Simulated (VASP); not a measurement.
# RbLaSn3 (R3m) in VASP: relaxation of cell and atoms with PBE

Aim: the relaxation of cell and atoms of RbLaSn3 with PBE.

All numbers are computed with VASP 6.6.1; they aren't measurements. Logs are shortened: lines on timing, memory, paths and dates and some standing lists are left out, and cuts for length are marked.

## Step 1: The cell of the first run

Symmetry: R3m, No. 160, trigonal system. Conventional cell: a = 7.431 Å, b = 7.431 Å, c = 9.082 Å, α = 90.00°, β = 90.00°, γ = 120.00°. Rb (site symmetry 3m) has 12 Sn at 3.63 to 3.79 Å and 8 La at 4.48 to 4.60 Å within 4.8 Å. Within 3.5 Å of La (site symmetry 3m) lie 6 Sn at 2.62 to 2.63 Å. Within 3.8 Å of Sn (site symmetry m) lie 2 La at 2.62 to 2.63 Å and 4 Rb at 3.63 to 3.79 Å and 8 Sn at 3.69 to 3.74 Å.

The cell was generated, and may not be a known phase.

## Step 2: Relaxation of cell and atoms, PBE

INCAR reads:

```
PREC     = Accurate       # precision mode
ENCUT    = 600            # plane-wave cutoff, eV
EDIFF    = 1E-6           # SCF threshold, eV
ISMEAR   = 0              # smearing method
SIGMA    = 0.2            # smearing width, eV
LREAL    = False          # projectors in reciprocal space
LASPH    = True           # aspherical terms in the spheres
NELM     = 80             # most SCF steps
ALGO     = Normal         # electronic algorithm
ISIF     = 3              # what is computed and relaxed
LWAVE    = False          # write WAVECAR
LCHARG   = False          # write CHGCAR
GGA      = PE             # functional
IBRION   = 2              # ionic algorithm
NSW      = 36             # ionic steps
EDIFFG   = -0.08          # ionic threshold
```

KPOINTS reads:

```
Automatic mesh
0
Gamma
  3 3 3
```

POSCAR reads:

```
RbLaSn3
1.0
    3.7156460800      2.1452292600      3.0274083800
   -3.7156460800      2.1452292600      3.0274083800
    0.0000000000     -4.2904585300      3.0274083800
Rb La Sn
1 1 3
Direct
    0.0539320000      0.0539320000      0.0539320000
    0.5472109900      0.5472109900      0.5472109900
    0.5431789800      0.5431789800      0.0465040000
    0.5431789800      0.0465040000      0.5431789800
    0.0465040000      0.5431789800      0.5431789800
```

Potentials or basis: VASP PAW PBE potentials, release 64 (Rb_sv, La, Sn_d).

On the command line:

```bash
cat potpaw_PBE.64/Rb_sv/POTCAR potpaw_PBE.64/La/POTCAR potpaw_PBE.64/Sn_d/POTCAR > POTCAR
mpirun -np 1 vasp_std > vasp.out
```

OUTCAR:

```text
PREC = Accurate
   ENCUT = 600
   EDIFF = 1E-6
   ISMEAR = 0
   LREAL = False
   LASPH = True
   NELM = 80
   ISIF = 3
   GGA = PE
   IBRION = 2
   NSW = 36
   EDIFFG = -0.08

 ion  position               nearest neighbor table
   1  0.054  0.054  0.054-   3 3.63   4 3.63   5 3.63   5 3.72   4 3.72   4 3.72   5 3.72   3 3.72
                             3 3.72   3 3.79   4 3.79   5 3.79   2 4.48   2 4.53   2 4.53   2 4.53
   2  0.547  0.547  0.547-   4 2.62   5 2.62   3 2.62   4 2.63   5 2.63   3 2.63   1 4.48   1 4.53
                             1 4.53   1 4.53   1 4.57   1 4.57   1 4.57   1 4.60
   3  0.543  0.543  0.047-   2 2.62   2 2.63   1 3.63   4 3.69   5 3.69   4 3.71   5 3.71   4 3.71
                             5 3.71   1 3.72   1 3.72   4 3.74   5 3.74   1 3.79
   4  0.543  0.047  0.543-   2 2.62   2 2.63   1 3.63   3 3.69   5 3.69   5 3.71   5 3.71   3 3.71
                             3 3.71   1 3.72   1 3.72   3 3.74   5 3.74   1 3.79
   5  0.047  0.543  0.543-   2 2.62   2 2.63   1 3.63   3 3.69   4 3.69   4 3.71   4 3.71   3 3.71
                             3 3.71   1 3.72   1 3.72   3 3.74   4 3.74   1 3.79

  LATTYP: Found a trigonal (rhomboedric) cell.
 ALAT       =     5.2510223668
 COS(alpha) =    -0.0014077302

  Lattice vectors:

 A1 = (   3.7156460800,   2.1452292600,   3.0274083800)
 A2 = (  -3.7156460800,   2.1452292600,   3.0274083800)
 A3 = (   0.0000000000,  -4.2904585300,   3.0274083800)

Analysis of symmetry for initial positions (statically):
=====================================================================
 Subroutine PRICEL returns:
 Original cell was already a primitive cell.

 Routine SETGRP: Setting up the symmetry group for a
 trigonal (rhombohedral) supercell.

 Subroutine GETGRP returns: Found  6 space group operations
 (whereof  6 operations were pure point group operations)
 out of a pool of 12 trial point group operations.

The static configuration has the point symmetry C_3v.

Analysis of symmetry for dynamics (positions and initial velocities):
=====================================================================
 Subroutine PRICEL returns:
 Original cell was already a primitive cell.

 Routine SETGRP: Setting up the symmetry group for a
 trigonal (rhombohedral) supercell.

 Subroutine GETGRP returns: Found  6 space group operations
 (whereof  6 operations were pure point group operations)
 out of a pool of 12 trial point group operations.

The dynamic configuration has the point symmetry C_3v.

 Subroutine INISYM returns: Found  6 space group operations
 (whereof  6 operations are pure point group operations),
 and found     1 'primitive' translations

----------------------------------------------------------------------------------------

                                     Primitive cell

  volume of cell :     144.7872

  direct lattice vectors                    reciprocal lattice vectors
     3.715646080  2.145229260  3.027408380     0.134566099  0.077691774  0.110105176
    -3.715646080  2.145229260  3.027408380    -0.134566099  0.077691774  0.110105176
     0.000000000 -4.290458530  3.027408380     0.000000000 -0.155383548  0.110105176

  length of vectors
     5.251022364  5.251022364  5.251022367     0.190439483  0.190439483  0.190439483

  position of ions in fractional coordinates (direct lattice)
     0.053932000  0.053932000  0.053932000
     0.547210990  0.547210990  0.547210990
     0.543178980  0.543178980  0.046504000
     0.543178980  0.046504000  0.543178980
     0.046504000  0.543178980  0.543178980

  ion indices of the primitive-cell ions
   primitive index   ion index
                 1           1
                 2           2
                 3           3
                 4           4
                 5           5

----------------------------------------------------------------------------------------

 KPOINTS: Automatic mesh

Automatic generation of k-mesh.
 Grid dimensions read from file:
 generate k-points for:    3    3    3

 Generating k-lattice:

  Cartesian coordinates                     Fractional coordinates (reciprocal lattice)
     0.044855366  0.025897258  0.036701725     0.333333333 -0.000000000  0.000000000
    -0.044855366  0.025897258  0.036701725    -0.000000000  0.333333333  0.000000000
     0.000000000 -0.051794516  0.036701725    -0.000000000 -0.000000000  0.333333333

  Length of vectors
     0.063479828  0.063479828  0.063479828

  Shift w.r.t. Gamma in fractional coordinates (k-lattice)
     0.000000000  0.000000000  0.000000000

 Subroutine IBZKPT returns following result:
 ===========================================

 Found      6 irreducible k-points:

 Following reciprocal coordinates:
            Coordinates               Weight
  0.000000  0.000000  0.000000      1.000000
  0.333333  0.000000  0.000000      6.000000
  0.333333  0.333333  0.000000      6.000000
 -0.333333  0.333333  0.000000      6.000000
  0.333333  0.333333  0.333333      2.000000
 -0.333333  0.333333  0.333333      6.000000
   k-points           NKPTS =      6   k-points in BZ     NKDIM =      6   number of bands    NBANDS=     37
   number of dos      NEDOS =    301   number of ions     NIONS =      5
   total plane-waves  NPLWV =  74088
   dimension x,y,z NGX =    42 NGY =   42 NGZ =   42
   dimension x,y,z NGXF=    84 NGYF=   84 NGZF=   84
   ions per type =               1   1   3
   NGX,Y,Z   is equivalent  to a cutoff of  13.30, 13.30, 13.30 a.u.
   NGXF,Y,Z  is equivalent  to a cutoff of  26.59, 26.59, 26.59 a.u.
 SYSTEM =  unknown system
   PREC   = accura    normal or accurate (medium, high low for compatibility)
   ISTART =      0    job   : 0-new  1-cont  2-samecut
   ICHARG =      2    charge: 1-file 2-atom 10-const
   ISPIN  =      1    spin polarized calculation?
   LNONCOLLINEAR =      F non collinear calculations
   LSORBIT =      F    spin-orbit coupling
   LASPH  =      T    aspherical Exc in radial PAW
   ENCUT  =  600.0 eV  44.10 Ry    6.64 a.u.  10.49 10.49 10.49*2*pi/ulx,y,z
   NELM   =     80;   NELMIN=  2; NELMDL= -5     # of ELM steps
   EDIFF  = 0.1E-05   stopping-criterion for ELM
   LREAL  =      F    real-space projection
   EDIFFG = -.8E-01   stopping-criterion for IOM
   NSW    =     36    number of steps for IOM
   IBRION =      2    ionic relax: 0-MD 1-quasi-New 2-CG
   NFREE  =      1    steps in history (QN), initial steepest desc. (CG)
   ISIF   =      3    stress and relaxation
   ISYM   =      2    0-nonsym 1-usesym 2-fastsym
   POTIM  = 0.5000    time-step for ionic-motion
   TEBEG  =    0.0;   TEEND  =   0.0 temperature during run
   PSTRESS=    0.0 pullay stress
   NELECT =      62.0000    total number of electrons
   NUPDOWN=      -1.0000    fix difference up-down
   EMIN   =  10.00;   EMAX   =-10.00  energy-range for DOS
   EFERMI =   0.00;   METHOD = LEGACY
   ISMEAR =     0;   SIGMA  =   0.20  broadening in eV -4-tet -1-fermi 0-gaus
   EFERMI_NEDOS =   21; number of points for ismear=-14 and -15
   IALGO  =     38    algorithm
   IMIX   =      4    mixing-type and parameters
     AMIX     =   0.40;   BMIX     =  1.00
     AMIX_MAG =   1.60;   BMIX_MAG =  1.00
  volume/ion in A,a.u.               =      28.96       195.41
  Fermi-wavevector in a.u.,A,eV,Ry     =   1.233944  2.331815 20.716457  1.522617
  Thomas-Fermi vector in A             =   2.368654
   LORBIT       =      0    0 simple, 1 ext, 2 COOP (PROOUT), +10 PAW based schemes
   GGA     = PE    functional components
   LHFCALC =     F    Hartree Fock is set to
   AEXX    =    0.0000 exact exchange contribution
   IVDW    =     0    specifies the selected vdW correction
   LEPSILON=     F    determine dielectric tensor
   LRPA    =     F    only Hartree local field effects (RPA)
 conjugate gradient relaxation of ions
 non-spin polarized calculation
 Gauss-broadening in eV      SIGMA  =   0.20
  energy-cutoff  :      600.00
  volume of cell :      144.79
 maximum number of plane-waves:      4885
 NGX is ok and might be reduce to    42
   NGX = 21   NGY = 21   NGZ = 21

--------------------------------------- Ionic step        1  -------------------------------------------

 number of electron      62.0000000 magnetization

 Free energy of the ion-electron system (eV)
  ---------------------------------------------------
  ext. energy  EPLUGINS =         0.00000000
  ---------------------------------------------------
  free energy    TOTEN  =       -11.57368058 eV

  energy without entropy =      -11.45642630  energy(sigma->0) =      -11.51505344

 E-fermi :   6.3188     XC(G=0):  -9.7404

 val. band max:        6.3166362176   @ k =   0.3333   0.0000   0.0000
 cond. band min:       6.9769684022   @ k =  -0.3333   0.3333   0.0000
 fundamental gap:      0.6603321846
 Fermi energy:         6.3187642714

 k-point     1 :       0.0000    0.0000    0.0000
  band No.  band energies     occupation
      1     -25.1710      2.00000
      2     -20.2140      2.00000
      3     -14.9810      2.00000
      4     -14.9810      2.00000
      5     -14.8616      2.00000
      6     -14.8614      2.00000
[... 329 lines left out ...]
 POSITION                                       TOTAL-FORCE (eV/Angst)
 -----------------------------------------------------------------------------------
      0.00000     -0.00000      0.56102         0.000000      0.000000     -0.039717
      0.00000     -0.00000      5.80881         0.000000      0.000000     -0.021262
      0.00000      2.48671      4.01121         0.000000     -0.059670      0.020326
      2.15355     -1.24336      4.01121        -0.051676      0.029835      0.020326
     -2.15355     -1.24336      4.01121         0.051676      0.029835      0.020326
 -----------------------------------------------------------------------------------
    total drift:                               -0.000000      0.000008     -0.001732

  FREE ENERGIE OF THE ION-ELECTRON SYSTEM (eV)
  ---------------------------------------------------
  free  energy   TOTEN  =       -16.3562181048 eV

  energy  without entropy=      -16.2622164236  energy(sigma->0) =      -16.30921726

--------------------------------------- Ionic step        4  -------------------------------------------

 number of electron      62.0000015 magnetization

 Free energy of the ion-electron system (eV)
  ---------------------------------------------------
  ext. energy  EPLUGINS =         0.00000000
  ---------------------------------------------------
  free energy    TOTEN  =       -16.36125651 eV

  energy without entropy =      -16.26191944  energy(sigma->0) =      -16.31158798

 E-fermi :   2.7015     XC(G=0):  -7.7016

 val. band max:        2.4876492904   @ k =  -0.3333   0.3333   0.0000
 cond. band min:       2.7523488752   @ k =   0.3333   0.0000   0.0000
 fundamental gap:      0.2646995848
 Fermi energy:         2.7015304089

 k-point     1 :       0.0000    0.0000    0.0000
  band No.  band energies     occupation
      1     -29.2450      2.00000
      2     -24.7843      2.00000
      3     -18.4106      2.00000
      4     -18.4106      2.00000
      5     -18.4105      2.00000
      6     -18.4094      2.00000
[... 251 lines left out ...]
 POSITION                                       TOTAL-FORCE (eV/Angst)
 -----------------------------------------------------------------------------------
      0.00000     -0.00000      0.56459         0.000000      0.000000     -0.034832
      0.00000     -0.00000      5.85068         0.000000      0.000000     -0.023118
      0.00000      2.50448      4.04024         0.000000     -0.059889      0.019317
      2.16894     -1.25224      4.04024        -0.051865      0.029945      0.019317
     -2.16894     -1.25224      4.04024         0.051865      0.029945      0.019317
 -----------------------------------------------------------------------------------
    total drift:                                0.000000      0.000008     -0.003282

  FREE ENERGIE OF THE ION-ELECTRON SYSTEM (eV)
  ---------------------------------------------------
  free  energy   TOTEN  =       -16.3612565077 eV

  energy  without entropy=      -16.2619194446  energy(sigma->0) =      -16.31158798

 reached required accuracy - stopping structural energy minimisation
```

Wall time 2.2 min (1 thread of Intel Xeon 6975P-C (Granite Rapids), shared host); peak memory 0.29 GiB.

Results:

```yaml
Free_energy: -16.3613 eV
Relaxed_volume: 47.27 Å³/atom
Relaxed_cell: a = 6.183 Å, b = 6.183 Å, c = 6.183 Å, α = 90.10°, β = 90.10°, γ = 90.10°
Space_group_after_relaxing_to_0.1_Å: R3m (No. 160)
Energy_gained_by_relaxing: 957.5 meV/atom
Ionic_steps: 4
Pressure_after_relaxing: 0.0 GPa
Largest_force_after_relaxing: 0.063 eV/Å
Band_gap_on_the_k_mesh: zero (bands 31 and 32 overlap by 1.31 eV)
```

Forces in eV/Å, atoms in the order of the input:
```
Rb   0.000  0.000 -0.035
La   0.000  0.000 -0.023
Sn   0.000 -0.060  0.019
Sn  -0.052  0.030  0.019
Sn   0.052  0.030  0.019
```

Step by step:
```csv
step,energy change (eV),largest force (eV/Å),pressure (GPa),volume (Å³)
1,0.0000,0.2488,25.18,144.79
2,-4.6402,0.0619,-1.61,262.60
3,-4.7825,0.0630,0.36,231.31
4,-4.7876,0.0629,-0.05,236.36
```

Final structure:
```xyz
5
Lattice="4.3759 2.5264 3.5632 -4.3759 2.5264 3.5632 0.0000 -5.0529 3.5632" Properties=species:S:1:pos:R:3 pbc="T T T"
Rb    0.0000    0.0000    0.5646
La    0.0000    0.0000    5.8507
Sn    0.0000    2.5045    4.0402
Sn    2.1689   -1.2522    4.0402
Sn   -2.1689   -1.2522    4.0402
```

Caveat: the k points lie up to 0.34 Å⁻¹ apart in the final cell, too coarse for converged energies and pressures of a metal; the volume moved by over 15 % at a fixed basis, so the end points are rough; spin-orbit coupling is left out, which moves the levels of the heavy elements; the relaxation stopped at a loose force limit of 0.08 eV/Å, so its end isn't a converged minimum.

The gap in the log of VASP goes by the Fermi energy; the results here count the filled bands.